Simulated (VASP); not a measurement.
Here is a VASP 6.6.1 calculation.

Contents of INCAR:

```
SYSTEM = GaAs
ALGO = Normal
EDIFF = 1E-6
ENCUT = 520
GGA = PS
ISIF = 2
ISMEAR = 0
LASPH = .TRUE.
LCHARG = .FALSE.
LREAL = .FALSE.
LWAVE = .FALSE.
NBANDS = 16
NELM = 100
PREC = Accurate
SIGMA = 0.1
```

The input KPOINTS:

```
k-points
0
G
  6 6 6
  0 0 0
```

The input POSCAR:

```
GaAs
1.0
    0.0000000000      2.8750910500      2.8750910500
    2.8750910500      0.0000000000      2.8750910500
    2.8750910500      2.8750910500      0.0000000000
Ga As
1 1
Direct
    0.0000000000      0.0000000000      0.0000000000
    0.7500000000      0.7500000000      0.7500000000
```

Potentials or basis: VASP PAW PBE potentials, release 64 (Ga_d, As).

Command:

```sh
$ cat potpaw_PBE.64/Ga_d/POTCAR potpaw_PBE.64/As/POTCAR > POTCAR
$ mpirun -np 1 vasp_std > vasp.out
```

Q: Predict the pressure.

A: -2.8 GPa.

Q: What does it give for the band gap on the k mesh?

A: 0.08 eV, direct.

Caveat: the PAW data sets were made with another functional, which shifts forces and pressure a little.
